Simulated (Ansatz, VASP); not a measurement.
Two plane-wave programs on SiNi

```
Si Ni
1.0
     3.25831    0.00000    0.00000
     0.00000    4.70939    0.00000
     0.00000    0.00000   24.16585
Si Ni
7 7
Direct
  0.00000 0.84318 0.31036
  0.50000 0.15682 0.37357
  0.00000 0.84318 0.43679
  0.50000 0.15682 0.50000
  0.00000 0.84318 0.56321
  0.50000 0.15682 0.62643
  0.00000 0.84318 0.68964
  0.00000 0.34231 0.31036
  0.50000 0.65769 0.37357
  0.00000 0.34231 0.43679
  0.50000 0.65769 0.50000
  0.00000 0.34231 0.56321
  0.50000 0.65769 0.62643
  0.00000 0.34231 0.68964
```

Alike in both runs: task single point; functional PBE; k mesh 11 × 8 × 1; occupations gaussian, width 0.1 eV; no spin polarisation.

|  | VASP | Ansatz |
| --- | --- | --- |
| version | VASP 6.6.1 | Ansatz 0.2.0 |
| potentials or method | VASP PAW PBE potentials, release 64 (Si, Ni), cutoff 520 eV | scalar-relativistic, plane waves, PAW |
| valence electrons in the cell | 98 | 154 |

Ansatz gave:

* gap on the k mesh at the Fermi level (eV): none
* rms of the force components (eV/Å): 0.321

Q: Which values does VASP return?

A: gap on the k mesh at the Fermi level (eV): none; rms of the force components (eV/Å): 0.316.

A gap of «none» marks a metal or a gap that the smearing closes. VASP's potentials hold 98 valence electrons a cell and Ansatz's 154, so a difference there can come from the potentials and not from the codes.
